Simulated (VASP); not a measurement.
KCl, 2 atoms in the cell. It takes space group Fm-3m (No. 225, cubic). The conventional cell has a = 6.293 Å, b = 6.293 Å, c = 6.293 Å, α = 90.00°, β = 90.00°, γ = 90.00°. K (site symmetry m-3m) has 6 Cl at 3.15 Å within 4.1 Å. Within 4.1 Å of Cl (site symmetry m-3m) lie 6 K at 3.15 Å. 

```yaml
Program: VASP 6.6.1
Task: relaxation of cell and atoms
Functional: PBE
Potentials_or_basis: VASP PAW PBE potentials, release 64 (K_sv, Cl)
Cutoff: 500 eV
k_mesh: 6 × 6 × 6
Occupations: fermi-dirac, width 0.1 eV
Spin: no spin polarisation
Target_pressure: 20 GPa
Dipole_correction: no
Further_INCAR_settings: ALGO = Normal; EDIFF = 1e-07; IBRION = 2; EDIFFG = -0.01; NSW = 60; ISIF = 3
```

Potentials or basis: VASP PAW PBE potentials, release 64 (K_sv, Cl).

Run with:

```console
$ cat potpaw_PBE.64/K_sv/POTCAR potpaw_PBE.64/Cl/POTCAR > POTCAR
$ mpirun -np 1 vasp_std > vasp.out
```

Hardware: 1 thread of Intel Xeon 8259CL (shared host).

**Question.** Estimate the wall time of this run.

**Answer.** Wall time 38 s on 1 thread of Intel Xeon 8259CL, with other jobs on the host, peak memory 0.19 GiB. Counts: scf iterations 46, k points 16, ion steps 4.
